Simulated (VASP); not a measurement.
ZnSi3N:

```xyz
5
Lattice="4.2931 0.0000 0.0000 -2.1466 3.7179 0.0000 0.0000 0.0000 5.3943" Properties=species:S:1:pos:R:3 pbc="T T T"
Zn    2.1466    1.2393    0.0000
Si    0.0000    2.4786    2.6971
Si    0.0000    2.4786    0.0000
Si    0.0000    0.0000    2.6971
N     2.1466    1.2393    2.6971
```

The cell was generated, and may not be a known phase.

```yaml
Program: VASP 6.6.1
Task: relaxation of cell and atoms
Functional: PBE
Potentials_or_basis: VASP PAW PBE potentials, release 64 (Zn, Si, N)
Cutoff: 600 eV
k_mesh: 6 × 6 × 4
Occupations: gaussian, width 0.1 eV
Spin: no spin polarisation
```

At the start: pressure -8.1 GPa; volume 17.22 Å³/atom.

**Question.** How do energy, volume and symmetry change on relaxing?

**Answer.** Over 11 steps the energy falls by 71.1 meV/atom and the volume is 14.86 Å³/atom (-13.7 %); space group P-6m2 (No. 187, to 0.1 Å) before and after.

Step by step:
```tsv
step	energy change (eV)	largest force (eV/Å)	pressure (GPa)	volume (Å³)
1	0.0000	0.0000	-8.07	86.10
2	-0.2632	0.0000	0.97	75.74
3	-0.2662	0.0000	-0.06	76.61
4	-0.2964	0.0000	0.04	75.85
5	-0.3456	0.0000	0.61	74.14
6	-0.0825	0.0000	6.42	70.42
7	-0.3503	0.0000	0.81	73.82
8	-0.3513	0.0000	1.30	73.27
9	-0.3523	0.0000	1.09	73.51
10	-0.3524	0.0000	-1.03	75.10
11	-0.3555	0.0000	-0.02	74.31
```

Final structure:
```
Zn Si N
1.0
     4.21535    0.00000    0.00000
    -2.10768    3.65060    0.00000
     0.00000    0.00000    4.82873
Zn Si N
1 3 1
Cartesian
  2.1077 1.2169 0.0000
  0.0000 2.4337 2.4144
  0.0000 2.4337 0.0000
  0.0000 0.0000 2.4144
  2.1077 1.2169 2.4144
```

Caveat: an odd number of electrons without spin polarisation forces a metal; a magnetic or distorted state may lie lower.
